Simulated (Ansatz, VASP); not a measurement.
Ca in VASP and in Ansatz

File INCAR:

```
SYSTEM = Ca
PREC = Accurate
ENCUT = 520
EDIFF = 1E-7
ISMEAR = 0
SIGMA = 0.15
LREAL = .FALSE.
LASPH = .TRUE.
NELM = 60
ALGO = Normal
ISIF = 2
LWAVE = .FALSE.
LCHARG = .FALSE.
GGA = PS
NBANDS = 11
```

The input KPOINTS:

```
regular mesh
0
G
  14 14 14
  0 0 0
```

Contents of POSCAR:

```
Ca
1.0
    0.0000000000      2.7103740000      2.7942000000
    2.7103740000      0.0000000000      2.7942000000
    2.7103740000      2.7103740000      0.0000000000
Ca
1
Direct
    0.0000000000      0.0000000000      0.0000000000
```

Input for Ansatz:

```yaml
crystal:
  lattice:
    - [0.0, 2.710374, 2.7942]
    - [2.710374, 0.0, 2.7942]
    - [2.710374, 2.710374, 0.0]
  atoms:
    - { symbol: Ca, position: [0.0, 0.0, 0.0] }
basis:
  ecutwfc: 420
kpoints:
  mp_grid: { grid: [14, 14, 14] }
hamiltonian:
  xc: pbesol
scf:
  occupations: { method: gaussian, width: 0.15 }
output:
  forces: true
  stress: true
  eigenvalues: true
```

Change from the starting cell: strain -0.030 along x and y, +0.000 along z, atoms carried along.

Alike in both runs: task single point; functional PBEsol; k mesh 14 × 14 × 14; occupations gaussian, width 0.15 eV; no spin polarisation.

```csv
,VASP,Ansatz
version,VASP 6.6.1,Ansatz 0.2.0
potentials or method,"VASP PAW PBE potentials, release 64 (Ca_sv), cutoff 520 eV","scalar-relativistic, plane waves, PAW"
valence electrons in the cell,10,10
```

```csv
,VASP,Ansatz,Ansatz less VASP
gap on the k mesh at the Fermi level (eV),none,none,-
pressure (GPa),-0.2,-0.2,-0.01
"traceless stress, the component that is largest in VASP (GPa)",-0.19,-0.19,0.000
```

VASP's potentials were made for PBE, not for PBEsol. A gap of «none» marks a metal or a gap that the smearing closes.
